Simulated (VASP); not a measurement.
Crystal: SrTiO3.

```
CELL_PARAMETERS angstrom
3.93644 0.00000 0.00000
0.00000 3.93644 0.00000
0.00000 0.00000 3.93644
ATOMIC_POSITIONS crystal
Sr 0.00000 0.00000 0.00000
Ti 0.50000 0.50000 0.50000
O 0.50000 0.00000 0.50000
O 0.50000 0.50000 0.00000
O 0.00000 0.50000 0.50000
```

- Program: VASP 6.6.1
- Task: relaxation of cell and atoms
- Functional: PBEsol
- Potentials or basis: VASP PAW PBE potentials, release 64 (Sr_sv, Ti_sv, O)
- Cutoff: 600 eV
- k mesh: 6 × 6 × 6
- Occupations: fermi-dirac, width 0.02 eV
- Spin: no spin polarisation

At the start: pressure -5.5 GPa; volume 12.20 Å³/atom.

Q: How do energy, volume and symmetry change on relaxing?

A: Over 3 steps the energy falls by 6.8 meV/atom and the volume is 11.82 Å³/atom (-3.1 %); space group Pm-3m (No. 221, to 0.05 Å).

Step by step:
```tsv
step	energy change (eV)	largest force (eV/Å)	pressure (GPa)	volume (Å³)
1	0.0000	0.0000	-5.53	61.00
2	-0.0041	0.0000	5.80	57.36
3	-0.0342	0.0000	-0.03	59.08
```

Final structure:
```xyz
5
Lattice="3.8947 0.0000 0.0000 0.0000 3.8947 0.0000 0.0000 0.0000 3.8947" Properties=species:S:1:pos:R:3 pbc="T T T"
Sr    0.0000    0.0000    0.0000
Ti    1.9474    1.9474    1.9474
O     1.9474    0.0000    1.9474
O     1.9474    1.9474    0.0000
O     0.0000    1.9474    1.9474
```

Caveat: the PAW data sets were made with another functional, which shifts forces and pressure a little.
